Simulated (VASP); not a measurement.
# W (Im-3m) in VASP: a series of runs

Runs on W. Level: PBEsol. Tasks: relaxation of cell and atoms, single point.

Program: VASP 6.6.1. These are calculated values, not measurements. Logs are shortened: lines on timing, memory, paths and dates and some standing lists are left out, and cuts for length are marked.

### Step 1. The cell of the first run

Symmetry: Im-3m, No. 229, cubic system. The conventional cell has a = 3.184 Å, b = 3.184 Å, c = 3.184 Å, α = 90.00°, β = 90.00°, γ = 90.00°. Within 3.6 Å of W (site symmetry m-3m) lie 14 W at 2.76 to 3.18 Å.

### Step 2. Relaxation of cell and atoms, PBEsol

INCAR

```
  PREC = Accurate
  ENCUT = 600
  EDIFF = 1E-7
  ISMEAR = 0
  SIGMA = 0.1
  LREAL = False
  LASPH = True
  NELM = 60
  ALGO = Fast
  ISIF = 3
  LWAVE = False
  LCHARG = False
  GGA = PS
  IBRION = 2
  NSW = 70
  EDIFFG = -0.005
```

KPOINTS

```
Automatic mesh
0
Gamma
  18 18 18
```

POSCAR

```
W
1.0
   -1.5917776925      1.5917776925      1.5917776925
    1.5917776925     -1.5917776925      1.5917776925
    1.5917776925      1.5917776925     -1.5917776925
W
1
Direct
    0.0000000000      0.0000000000      0.0000000000
```

Potentials or basis: VASP PAW PBE potentials, release 64 (W_sv).

Launch:

```
> cat potpaw_PBE.64/W_sv/POTCAR > POTCAR
> mpirun -np 1 vasp_std > vasp.out
```

OUTCAR:

```text
PREC = Accurate
   ENCUT = 600
   EDIFF = 1E-7
   ISMEAR = 0
   LREAL = False
   LASPH = True
   NELM = 60
   ISIF = 3
   GGA = PS
   IBRION = 2
   NSW = 70
   EDIFFG = -0.005

 ion  position               nearest neighbor table
   1  0.000  0.000  0.000-

  LATTYP: Found a body centered cubic cell.
 ALAT       =     3.1835553850

  Lattice vectors:

 A1 = (  -1.5917776925,   1.5917776925,   1.5917776925)
 A2 = (   1.5917776925,  -1.5917776925,   1.5917776925)
 A3 = (   1.5917776925,   1.5917776925,  -1.5917776925)

Analysis of symmetry for initial positions (statically):
=====================================================================
 Subroutine PRICEL returns:
 Original cell was already a primitive cell.

 Routine SETGRP: Setting up the symmetry group for a
 body centered cubic supercell.

 Subroutine GETGRP returns: Found 48 space group operations
 (whereof 48 operations were pure point group operations)
 out of a pool of 48 trial point group operations.

The static configuration has the point symmetry O_h .

Analysis of symmetry for dynamics (positions and initial velocities):
=====================================================================
 Subroutine PRICEL returns:
 Original cell was already a primitive cell.

 Routine SETGRP: Setting up the symmetry group for a
 body centered cubic supercell.

 Subroutine GETGRP returns: Found 48 space group operations
 (whereof 48 operations were pure point group operations)
 out of a pool of 48 trial point group operations.

The dynamic configuration has the point symmetry O_h .

 Subroutine INISYM returns: Found 48 space group operations
 (whereof 48 operations are pure point group operations),
 and found     1 'primitive' translations

----------------------------------------------------------------------------------------

                                     Primitive cell

  volume of cell :      16.1327

  direct lattice vectors                    reciprocal lattice vectors
    -1.591777693  1.591777693  1.591777693     0.000000000  0.314114215  0.314114215
     1.591777693 -1.591777693  1.591777693     0.314114215  0.000000000  0.314114215
     1.591777693  1.591777693 -1.591777693     0.314114215  0.314114215  0.000000000

  length of vectors
     2.757039838  2.757039838  2.757039838     0.444224583  0.444224583  0.444224583

  position of ions in fractional coordinates (direct lattice)
     0.000000000  0.000000000  0.000000000

  ion indices of the primitive-cell ions
   primitive index   ion index
                 1           1

----------------------------------------------------------------------------------------

 KPOINTS: Automatic mesh

Automatic generation of k-mesh.
 Grid dimensions read from file:
 generate k-points for:   18   18   18

 Generating k-lattice:

  Cartesian coordinates                     Fractional coordinates (reciprocal lattice)
     0.000000000  0.017450790  0.017450790     0.055555556  0.000000000  0.000000000
     0.017450790  0.000000000  0.017450790     0.000000000  0.055555556  0.000000000
     0.017450790  0.017450790  0.000000000     0.000000000  0.000000000  0.055555556

  Length of vectors
     0.024679143  0.024679143  0.024679143

  Shift w.r.t. Gamma in fractional coordinates (k-lattice)
     0.000000000  0.000000000  0.000000000

 Subroutine IBZKPT returns following result:
 ===========================================

 Found    195 irreducible k-points:

 Following reciprocal coordinates:
            Coordinates               Weight
  0.000000  0.000000  0.000000      1.000000
  0.055556  0.000000  0.000000     12.000000
  0.111111  0.000000  0.000000     12.000000
  0.166667  0.000000  0.000000     12.000000
  0.222222  0.000000  0.000000     12.000000
  0.277778  0.000000  0.000000     12.000000
[... 16 lines left out ...]
  0.333333  0.111111  0.000000     48.000000
  0.388889  0.111111  0.000000     48.000000
 [... further k-points ...]
   k-points           NKPTS =    195   k-points in BZ     NKDIM =    195   number of bands    NBANDS=     11
   number of dos      NEDOS =    301   number of ions     NIONS =      1
   total plane-waves  NPLWV =  13824
   dimension x,y,z NGX =    24 NGY =   24 NGZ =   24
   dimension x,y,z NGXF=    48 NGYF=   48 NGZF=   48
   ions per type =               1
   NGX,Y,Z   is equivalent  to a cutoff of  14.47, 14.47, 14.47 a.u.
   NGXF,Y,Z  is equivalent  to a cutoff of  28.94, 28.94, 28.94 a.u.
 SYSTEM =  unknown system
   PREC   = accura    normal or accurate (medium, high low for compatibility)
   ISTART =      0    job   : 0-new  1-cont  2-samecut
   ICHARG =      2    charge: 1-file 2-atom 10-const
   ISPIN  =      1    spin polarized calculation?
   LNONCOLLINEAR =      F non collinear calculations
   LSORBIT =      F    spin-orbit coupling
   LASPH  =      T    aspherical Exc in radial PAW
   ENCUT  =  600.0 eV  44.10 Ry    6.64 a.u.   5.51  5.51  5.51*2*pi/ulx,y,z
   NELM   =     60;   NELMIN=  2; NELMDL= -5     # of ELM steps
   EDIFF  = 0.1E-06   stopping-criterion for ELM
   LREAL  =      F    real-space projection
   EDIFFG = -.5E-02   stopping-criterion for IOM
   NSW    =     70    number of steps for IOM
   IBRION =      2    ionic relax: 0-MD 1-quasi-New 2-CG
   NFREE  =      1    steps in history (QN), initial steepest desc. (CG)
   ISIF   =      3    stress and relaxation
   ISYM   =      2    0-nonsym 1-usesym 2-fastsym
   POTIM  = 0.5000    time-step for ionic-motion
   TEBEG  =    0.0;   TEEND  =   0.0 temperature during run
   PSTRESS=    0.0 pullay stress
   NELECT =      14.0000    total number of electrons
   NUPDOWN=      -1.0000    fix difference up-down
   EMIN   =  10.00;   EMAX   =-10.00  energy-range for DOS
   EFERMI =   0.00;   METHOD = LEGACY
   ISMEAR =     0;   SIGMA  =   0.10  broadening in eV -4-tet -1-fermi 0-gaus
   EFERMI_NEDOS =   21; number of points for ismear=-14 and -15
   IALGO  =     68    algorithm
   IMIX   =      4    mixing-type and parameters
     AMIX     =   0.40;   BMIX     =  1.00
     AMIX_MAG =   1.60;   BMIX_MAG =  1.00
  volume/ion in A,a.u.               =      16.13       108.87
  Fermi-wavevector in a.u.,A,eV,Ry     =   1.561523  2.950851 33.175828  2.438355
  Thomas-Fermi vector in A             =   2.664576
   LORBIT       =      0    0 simple, 1 ext, 2 COOP (PROOUT), +10 PAW based schemes
   GGA     = PS    functional components
   LHFCALC =     F    Hartree Fock is set to
   AEXX    =    0.0000 exact exchange contribution
   IVDW    =     0    specifies the selected vdW correction
   LEPSILON=     F    determine dielectric tensor
   LRPA    =     F    only Hartree local field effects (RPA)
 conjugate gradient relaxation of ions
 non-spin polarized calculation
 RMM-DIIS sequential band-by-band and
 Gauss-broadening in eV      SIGMA  =   0.10
  energy-cutoff  :      600.00
  volume of cell :       16.13
 maximum number of plane-waves:       559
 NGX is ok and might be reduce to    24
   NGX = 11   NGY = 11   NGZ = 11

--------------------------------------- Ionic step        1  -------------------------------------------

 number of electron      14.0000002 magnetization

 Free energy of the ion-electron system (eV)
  ---------------------------------------------------
  ext. energy  EPLUGINS =         0.00000000
  ---------------------------------------------------
  free energy    TOTEN  =       -13.79152016 eV

  energy without entropy =      -13.78795928  energy(sigma->0) =      -13.78973972

------------------------ aborting loop because EDIFF is reached ----------------------------------------

  FORCE on cell =-STRESS in cart. coord.  units (eV):
  Direction    XX          YY          ZZ          XY          YZ          ZX
  --------------------------------------------------------------------------------------
  -------------------------------------------------------------------------------------
  Total       -0.7961513     -0.7961513     -0.7961513     -0.0000000     -0.0000000      0.0000000
  in kB      -79.0676754    -79.0676754    -79.0676754     -0.0000000     -0.0000000      0.0000000
  external PRESSURE =     -79.0676754 kB  Pullay stress =       0.0000000 kB

 VOLUME and BASIS-vectors are now :
 -----------------------------------------------------------------------------
  energy-cutoff  :      600.00
  volume of cell :       16.13
      direct lattice vectors                 reciprocal lattice vectors
    -1.591777693  1.591777693  1.591777693     0.000000000  0.314114215  0.314114215
     1.591777693 -1.591777693  1.591777693     0.314114215  0.000000000  0.314114215
     1.591777693  1.591777693 -1.591777693     0.314114215  0.314114215  0.000000000
[... 176 lines left out ...]
 POSITION                                       TOTAL-FORCE (eV/Angst)
 -----------------------------------------------------------------------------------
      1.57882     -1.57882      1.57882         0.000000     -0.000000     -0.000000
 -----------------------------------------------------------------------------------
    total drift:                                0.000000     -0.000000      0.000000

  FREE ENERGIE OF THE ION-ELECTRON SYSTEM (eV)
  ---------------------------------------------------
  free  energy   TOTEN  =       -13.8017990159 eV

  energy  without entropy=      -13.7983556208  energy(sigma->0) =      -13.80007732

--------------------------------------- Ionic step        7  -------------------------------------------

 number of electron      14.0000001 magnetization

 Free energy of the ion-electron system (eV)
  ---------------------------------------------------
  ext. energy  EPLUGINS =         0.00000000
  ---------------------------------------------------
  free energy    TOTEN  =       -13.80181519 eV

  energy without entropy =      -13.79837530  energy(sigma->0) =      -13.80009525

 E-fermi :  11.3820     XC(G=0): -13.8057

 val. band max:       11.3734168685   @ k =  -0.1667   0.1667   0.0556
 cond. band min:      11.3826645990   @ k =  -0.2778   0.3333   0.2222
 fundamental gap:      0.0092477305
 Fermi energy:        11.3819728380

 k-point     1 :       0.0000    0.0000    0.0000
  band No.  band energies     occupation
      1     -62.7437      2.00000
      2     -26.2898      2.00000
      3     -26.2898      2.00000
      4     -26.2898      2.00000
      5       1.6927      2.00000
      6      10.1427      2.00000
      7      10.1427      2.00000
      8      10.1427      2.00000
      9      13.6451      0.00000
     10      13.6451      0.00000
     11      25.9495      0.00000

 k-point     2 :       0.0556    0.0000    0.0000
  band No.  band energies     occupation
      1     -62.7396      2.00000
      2     -26.3333      2.00000
      3     -26.3033      2.00000
      4     -26.2900      2.00000
      5       1.8445      2.00000
      6      10.0498      2.00000
      7      10.1222      2.00000
      8      10.2889      2.00000
      9      13.4945      0.00000
     10      13.6458      0.00000
     11      26.0806      0.00000
[... 295 lines left out ...]
 k-point    24 :       0.3889    0.1111    0.0000
  band No.  band energies     occupation
      1     -62.6040      2.00000
      2     -27.5362      2.00000
      3     -26.7572      2.00000
      4     -26.3564      2.00000
      5       5.4950      2.00000
      6       7.9343      2.00000
      7      10.8183      2.00000
      8      13.4255      0.00000
      9      14.7725      0.00000
     10      17.9062      0.00000
     11      22.4134      0.00000

 [... further k-points ...]

------------------------ aborting loop because EDIFF is reached ----------------------------------------

  FORCE on cell =-STRESS in cart. coord.  units (eV):
  Direction    XX          YY          ZZ          XY          YZ          ZX
  --------------------------------------------------------------------------------------
  -------------------------------------------------------------------------------------
  Total       -0.0000151     -0.0000151     -0.0000151      0.0000000     -0.0000000      0.0000000
  in kB       -0.0015365     -0.0015365     -0.0015365      0.0000000     -0.0000000      0.0000000
  external PRESSURE =      -0.0015365 kB  Pullay stress =       0.0000000 kB

 VOLUME and BASIS-vectors are now :
 -----------------------------------------------------------------------------
  energy-cutoff  :      600.00
  volume of cell :       15.73
      direct lattice vectors                 reciprocal lattice vectors
    -1.578297050  1.578297050  1.578297050     0.000000000  0.316797145  0.316797145
     1.578297050 -1.578297050  1.578297050     0.316797145  0.000000000  0.316797145
     1.578297050  1.578297050 -1.578297050     0.316797145  0.316797145  0.000000000

 POSITION                                       TOTAL-FORCE (eV/Angst)
 -----------------------------------------------------------------------------------
     -0.00000      0.00000      0.00000        -0.000000      0.000000     -0.000000
 -----------------------------------------------------------------------------------
    total drift:                               -0.000000      0.000000      0.000000

  FREE ENERGIE OF THE ION-ELECTRON SYSTEM (eV)
  ---------------------------------------------------
  free  energy   TOTEN  =       -13.8018151903 eV

  energy  without entropy=      -13.7983753043  energy(sigma->0) =      -13.80009525

 reached required accuracy - stopping structural energy minimisation
```

Wall time 89 s (1 thread of AMD EPYC 9R45 (Zen 5), shared host); peak memory 0.15 GiB.

Results:

```yaml
Free_energy: -13.8018 eV
Relaxed_volume: 15.73 Å³/atom
Relaxed_cell: a = 2.734 Å, b = 2.734 Å, c = 2.734 Å, α = 109.47°, β = 109.47°, γ = 109.47°
Space_group_after_relaxing_to_0.1_Å: Im-3m (No. 229)
Energy_gained_by_relaxing: 10.3 meV/atom
Ionic_steps: 7
Pressure_after_relaxing: 0.0 GPa
Band_gap_on_the_k_mesh: zero (bands 7 and 8 overlap by 6.48 eV)
```

The path:
```
step  energy change (eV)  largest force (eV/Å)  pressure (GPa)  volume (Å³)
   1              0.0000                0.0000           -7.91        16.13
   2              0.1352                0.0000           36.37        14.34
   3             -0.0103                0.0000           -0.35        15.74
   4             -0.0103                0.0000           -0.07        15.73
   5             -0.0103                0.0000            0.11        15.72
   6             -0.0103                0.0000           -0.32        15.74
   7             -0.0103                0.0000            0.00        15.73
```

Final structure:
```
W
1.0
    -1.57830    1.57830    1.57830
     1.57830   -1.57830    1.57830
     1.57830    1.57830   -1.57830
W
1
Direct
  0.00000 0.00000 0.00000
```

Levels at points of the mesh, in eV from the Fermi level:
```
           k point  band 4  band 5  band 6  band 7  band 8  band 9  band 10  band 11
(0.00, 0.00, 0.00)  -37.67   -9.69   -1.24   -1.24   -1.24    2.26     2.26    14.57
(0.50, 0.00, 0.00)  -37.68   -6.33   -3.60    0.73    2.17    3.15     6.25    11.53
(0.50, 0.50, 0.50)  -38.60   -5.91   -5.91    5.25    5.25    5.25     8.33     8.33
```

Caveat: the PAW data sets were made with another functional, which shifts forces and pressure a little; spin-orbit coupling is left out, which moves the levels of the heavy elements.

### Step 3. Single point, PBEsol

This run uses another cell than the first one, of 15.69 Å³/atom.

INCAR

```
PREC     = Accurate       # precision mode
ENCUT    = 520            # plane-wave cutoff, eV
EDIFF    = 1E-6           # SCF threshold, eV
ISMEAR   = -5             # smearing method
SIGMA    = 0.1            # smearing width, eV
LREAL    = False          # projectors in reciprocal space
LASPH    = True           # aspherical terms in the spheres
NELM     = 80             # most SCF steps
ALGO     = Fast           # electronic algorithm
ISIF     = 2              # what is computed and relaxed
LWAVE    = False          # write WAVECAR
LCHARG   = True           # write CHGCAR
GGA      = PS             # functional
LELF     = True           # ELF
LVHAR    = True         
ISYM     = 0            
NBANDS   = 13             # bands
```

KPOINTS

```
regular mesh
0
Gamma
  18 18 18
```

POSCAR

```
W
1.0
   -1.5771522830      1.5771522830      1.5771522830
    1.5771522830     -1.5771522830      1.5771522830
    1.5771522830      1.5771522830     -1.5771522830
W
1
Direct
    0.0000000000      0.0000000000      0.0000000000
```

Potentials or basis: VASP PAW PBE potentials, release 64 (W_sv).

Launch:

```
> cat potpaw_PBE.64/W_sv/POTCAR > POTCAR
> mpirun -np 1 vasp_std > vasp.out
```

Wall time 3.6 min (1 thread of AMD EPYC 9R45 (Zen 5), shared host); peak memory 0.61 GiB.

Results (log left out):

```yaml
Free_energy: -13.8049 eV
Pressure: 0.9 GPa
Band_gap_on_the_k_mesh: zero (bands 7 and 8 overlap by 6.50 eV)
```

Levels at points of the mesh, in eV from the Fermi level:
```tsv
k point	band 5	band 6	band 7	band 8	band 9	band 10
(0.00, 0.00, 0.00)	-9.74	-1.29	-1.29	-1.29	2.22	2.23
(0.50, 0.00, 0.00)	-6.39	-3.66	0.70	2.13	3.12	6.22
(0.00, 0.50, 0.00)	-6.39	-3.66	0.70	2.13	3.12	6.22
(0.00, 0.00, 0.50)	-6.39	-3.66	0.70	2.13	3.12	6.22
(0.50, 0.00, 0.50)	-6.39	-3.66	0.70	2.13	3.12	6.22
(0.50, 0.50, 0.00)	-6.39	-3.66	0.70	2.13	3.12	6.22
(0.00, 0.50, 0.50)	-6.39	-3.66	0.70	2.13	3.12	6.22
(0.50, 0.50, 0.50)	-5.97	-5.97	5.21	5.22	5.22	8.30
```

Caveat: the PAW data sets were made with another functional, which shifts forces and pressure a little; spin-orbit coupling is left out, which moves the levels of the heavy elements; tetrahedron occupations give inexact forces and stress in metals.
